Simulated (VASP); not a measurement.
# TiO2 (P4_2/mnm) in VASP: notebook, part 2 of 3

VASP 6.6.1.

### 3 Single point, r2SCAN

The input, POSCAR:

```
TiO2
1.0
    4.5969450441      0.0000000000      0.0000000000
    0.0000000000      4.5969450441      0.0000000000
    0.0000000000      0.0000000000      2.9535430427
Ti O
2 4
Direct
    0.0000000000      0.0000000000      0.0000000000
    0.5000000000      0.5000000000      0.5000000000
    0.3046314522      0.3046314522      0.0000000000
    0.1953685478      0.8046314522      0.5000000000
    0.6953685478      0.6953685478      0.0000000000
    0.8046314522      0.1953685478      0.5000000000
```

The input, INCAR.step1:

```
SYSTEM = TiO2
PREC     = Accurate       ! precision mode
ENCUT    = 660            ! plane-wave cutoff, eV
ISMEAR   = 0              ! smearing method
SIGMA    = 0.02           ! smearing width, eV
LREAL    = .False.        ! projectors in reciprocal space
LASPH    = .True.         ! aspherical terms in the spheres
NELM     = 120            ! most SCF steps
NBANDS   = 33             ! bands
GGA      = PE             ! functional
ALGO     = Normal         ! electronic algorithm
EDIFF    = 1E-5           ! SCF threshold, eV
LWAVE    = .True.         ! write WAVECAR
LCHARG   = .False.        ! write CHGCAR
GGA_COMPAT= .False.
```

The input, INCAR.step2:

```
SYSTEM = TiO2
PREC     = Accurate       ! precision mode
ENCUT    = 660            ! plane-wave cutoff, eV
EDIFF    = 1E-6           ! SCF threshold, eV
ISMEAR   = 0              ! smearing method
SIGMA    = 0.02           ! smearing width, eV
LREAL    = .False.        ! projectors in reciprocal space
LASPH    = .True.         ! aspherical terms in the spheres
NELM     = 120            ! most SCF steps
ALGO     = Normal         ! electronic algorithm
ISIF     = 2              ! what is computed and relaxed
LWAVE    = .False.        ! write WAVECAR
LCHARG   = .False.        ! write CHGCAR
METAGGA  = R2SCAN         ! meta-GGA
LMIXTAU  = .True.       
NBANDS   = 33             ! bands
ISTART   = 1            
GGA_COMPAT= .False.
```

The input, KPOINTS:

```
regular mesh
0
Gamma
  6 6 10
  0 0 0
```

Potentials or basis: VASP PAW PBE potentials, release 64 (Ti_sv, O).

The run is started by

```bash
> cat potpaw_PBE.64/Ti_sv/POTCAR potpaw_PBE.64/O/POTCAR > POTCAR
> cp INCAR.step1 INCAR
> mpirun -np 1 vasp_std > vasp.out
> cp INCAR.step2 INCAR
> mpirun -np 1 vasp_std > vasp.out
```

OUTCAR:

```text
SYSTEM = TiO2
   PREC = Accurate
   ENCUT = 660
   EDIFF = 1E-6
   ISMEAR = 0
   LREAL = .False.
   LASPH = .True.
   NELM = 120
   ISIF = 2
   METAGGA = R2SCAN
   ISTART = 1

 ion  position               nearest neighbor table
   1  0.000  0.000  0.000-   4 1.95   6 1.95   4 1.95   6 1.95   5 1.98   3 1.98
   2  0.500  0.500  0.500-   3 1.95   5 1.95   3 1.95   5 1.95   4 1.98   6 1.98
   3  0.305  0.305  0.000-   2 1.95   2 1.95   1 1.98
   4  0.195  0.805  0.500-   1 1.95   1 1.95   2 1.98
   5  0.695  0.695  0.000-   2 1.95   2 1.95   1 1.98
   6  0.805  0.195  0.500-   1 1.95   1 1.95   2 1.98

  LATTYP: Found a simple tetragonal cell.
 ALAT       =     4.5969450441
 C/A-ratio  =     0.6425012730

  Lattice vectors:

 A1 = (   4.5969450441,   0.0000000000,   0.0000000000)
 A2 = (   0.0000000000,   4.5969450441,   0.0000000000)
 A3 = (   0.0000000000,   0.0000000000,   2.9535430427)

Analysis of symmetry for initial positions (statically):
=====================================================================
 Subroutine PRICEL returns:
 Original cell was already a primitive cell.

 Routine SETGRP: Setting up the symmetry group for a
 simple tetragonal supercell.

 Subroutine GETGRP returns: Found 16 space group operations
 (whereof  8 operations were pure point group operations)
 out of a pool of 16 trial point group operations.

The static configuration has the point symmetry D_2h.
 The point group associated with its full space group is D_4h.

Analysis of symmetry for dynamics (positions and initial velocities):
=====================================================================
 Subroutine PRICEL returns:
 Original cell was already a primitive cell.

 Routine SETGRP: Setting up the symmetry group for a
 simple tetragonal supercell.

[... 126 lines left out ...]
   EMIN   =  10.00;   EMAX   =-10.00  energy-range for DOS
   EFERMI =   0.00;   METHOD = LEGACY
   ISMEAR =     0;   SIGMA  =   0.02  broadening in eV -4-tet -1-fermi 0-gaus
   EFERMI_NEDOS =   21; number of points for ismear=-14 and -15
   IALGO  =     38    algorithm
   IMIX   =      4    mixing-type and parameters
     AMIX     =   0.40;   BMIX     =  1.00
     AMIX_MAG =   1.60;   BMIX_MAG =  1.00
  volume/ion in A,a.u.               =      10.40        70.20
  Fermi-wavevector in a.u.,A,eV,Ry     =   1.499896  2.834393 30.608881  2.249689
  Thomas-Fermi vector in A             =   2.611467
   LORBIT       =      0    0 simple, 1 ext, 2 COOP (PROOUT), +10 PAW based schemes
   METAGGA = R2SCAN    functional components
   LHFCALC =     F    Hartree Fock is set to
   AEXX    =    0.0000 exact exchange contribution
   IVDW    =     0    specifies the selected vdW correction
   LEPSILON=     F    determine dielectric tensor
   LRPA    =     F    only Hartree local field effects (RPA)
 non-spin polarized calculation
 Gauss-broadening in eV      SIGMA  =   0.02
  energy-cutoff  :      660.00
  volume of cell :       62.41
 maximum number of plane-waves:      2441
 NGX is ok and might be reduce to    40
   NGX = 19   NGY = 19   NGZ = 13

 number of electron      48.0000000 magnetization

 Free energy of the ion-electron system (eV)
  ---------------------------------------------------
  ext. energy  EPLUGINS =         0.00000000
  ---------------------------------------------------
  free energy    TOTEN  =       -69.81561682 eV

  energy without entropy =      -69.81561682  energy(sigma->0) =      -69.81561682

 E-fermi :   4.6985     XC(G=0): -12.1549

 val. band max:        4.5389816860   @ k =   0.0000   0.0000   0.0000
 cond. band min:       6.7695276400   @ k =   0.0000   0.0000   0.0000
 fundamental gap:      2.2305459540
 Fermi energy:         4.6985274871

 k-point     1 :       0.0000    0.0000    0.0000
  band No.  band energies     occupation
      1     -54.6023      2.00000
      2     -54.5844      2.00000
      3     -29.8694      2.00000
      4     -29.8694      2.00000
      5     -29.6911      2.00000
      6     -29.6911      2.00000
[... 853 lines left out ...]
     32      10.2037      0.00000
     33      11.4278      0.00000

 [... further k-points ...]
[... 5 lines left out ...]
  --------------------------------------------------------------------------------------
  -------------------------------------------------------------------------------------
  Total        0.2922389      0.2922389      0.5666187      0.0000000      0.0000000      0.0000000
  in kB        7.5018207      7.5018207     14.5451946      0.0000000      0.0000000      0.0000000
  external PRESSURE =       9.8496120 kB  Pullay stress =       0.0000000 kB

 VOLUME and BASIS-vectors are now :
 -----------------------------------------------------------------------------
  energy-cutoff  :      660.00
  volume of cell :       62.41
      direct lattice vectors                 reciprocal lattice vectors
     4.596945044  0.000000000  0.000000000     0.217535774  0.000000000  0.000000000
     0.000000000  4.596945044  0.000000000     0.000000000  0.217535774  0.000000000
     0.000000000  0.000000000  2.953543043     0.000000000  0.000000000  0.338576410

 POSITION                                       TOTAL-FORCE (eV/Angst)
 -----------------------------------------------------------------------------------
      0.00000      0.00000      0.00000         0.000000      0.000000      0.000000
      2.29847      2.29847      1.47677         0.000000      0.000000      0.000000
      1.40037      1.40037      0.00000        -0.022238     -0.022238     -0.000000
      0.89810      3.69885      1.47677         0.022238     -0.022238     -0.000000
      3.19657      3.19657      0.00000         0.022238      0.022238      0.000000
      3.69885      0.89810      1.47677        -0.022238      0.022238      0.000000
 -----------------------------------------------------------------------------------
    total drift:                                0.000000     -0.000000     -0.000000

  FREE ENERGIE OF THE ION-ELECTRON SYSTEM (eV)
  ---------------------------------------------------
  free  energy   TOTEN  =       -69.8156168198 eV

  energy  without entropy=      -69.8156168198  energy(sigma->0) =      -69.81561682
```

OSZICAR.step1:

```text
N       E                     dE             d eps       ncg     rms          rms(c)
DAV:   1     0.716732764597E+03    0.71673E+03   -0.27908E+04  3960   0.203E+03
DAV:   2     0.418438474731E+02   -0.67489E+03   -0.62648E+03  4219   0.564E+02
DAV:   3    -0.653886692622E+02   -0.10723E+03   -0.10387E+03  5368   0.204E+02
DAV:   4    -0.709176148261E+02   -0.55289E+01   -0.55152E+01  5713   0.450E+01
DAV:   5    -0.711247797951E+02   -0.20716E+00   -0.20712E+00  5419   0.722E+00    0.315E+01
DAV:   6    -0.540093251026E+02    0.17115E+02   -0.75044E+01  5219   0.887E+01    0.111E+01
DAV:   7    -0.539414497669E+02    0.67875E-01   -0.13163E+01  4967   0.328E+01    0.922E+00
DAV:   8    -0.537937785690E+02    0.14767E+00   -0.44900E-01  4834   0.548E+00    0.710E+00
DAV:   9    -0.538027616312E+02   -0.89831E-02   -0.12322E+00  5137   0.130E+01    0.340E+00
DAV:  10    -0.536728293302E+02    0.12993E+00   -0.60516E-01  4969   0.784E+00    0.976E-01
DAV:  11    -0.536629683237E+02    0.98610E-02   -0.31443E-02  5112   0.135E+00    0.457E-01
DAV:  12    -0.536620106953E+02    0.95763E-03   -0.62277E-03  4559   0.637E-01    0.155E-01
DAV:  13    -0.536616326425E+02    0.37805E-03   -0.91500E-04  5413   0.293E-01    0.391E-02
DAV:  14    -0.536616358268E+02   -0.31843E-05   -0.69324E-05  4710   0.670E-02
   1 F= -.53661636E+02 E0= -.53661636E+02  d E =-.146728E-76
```

Run time: 4.1 min. Hardware: 1 thread of Intel Xeon 6975P-C (Granite Rapids), shared host; peak memory 0.3 GiB.

What came out:

```yaml
Free_energy: -69.8156 eV
Pressure: 1.0 GPa
Largest_force: 0.031 eV/Å
Band_gap_on_the_k_mesh: 2.23 eV, direct
```

Forces on the atoms (eV/Å):
```
Ti   0.000  0.000  0.000
Ti   0.000  0.000  0.000
O   -0.022 -0.022  0.000
O    0.022 -0.022  0.000
O    0.022  0.022  0.000
O   -0.022  0.022  0.000
```

Stress tensor (GPa, compression positive):
```
0.75 0.00 0.00
0.00 0.75 0.00
0.00 0.00 1.45
```

Levels at points of the mesh, in eV from the valence-band top:
| k point | band 22 | band 23 | band 24 | band 25 | band 26 | band 27 |
| --- | --- | --- | --- | --- | --- | --- |
| (0.00, 0.00, 0.00) | -0.49 | -0.49 | 0.00 | 2.23 | 2.55 | 2.79 |
| (0.50, 0.00, 0.00) | -1.70 | -0.77 | -0.77 | 2.92 | 2.92 | 3.41 |
| (0.50, 0.50, 0.00) | -1.38 | -1.13 | -1.13 | 2.27 | 2.27 | 2.90 |
| (0.00, 0.00, 0.50) | -2.40 | -1.48 | -1.48 | 3.33 | 3.33 | 3.59 |
| (0.50, 0.00, 0.50) | -2.07 | -1.09 | -1.09 | 2.29 | 2.29 | 3.62 |
| (0.50, 0.50, 0.50) | -1.31 | -0.72 | -0.72 | 2.97 | 2.97 | 3.60 |

Caveat: the PAW data sets were made with another functional, which shifts forces and pressure a little.

(Part 2 of 3 ends here.)
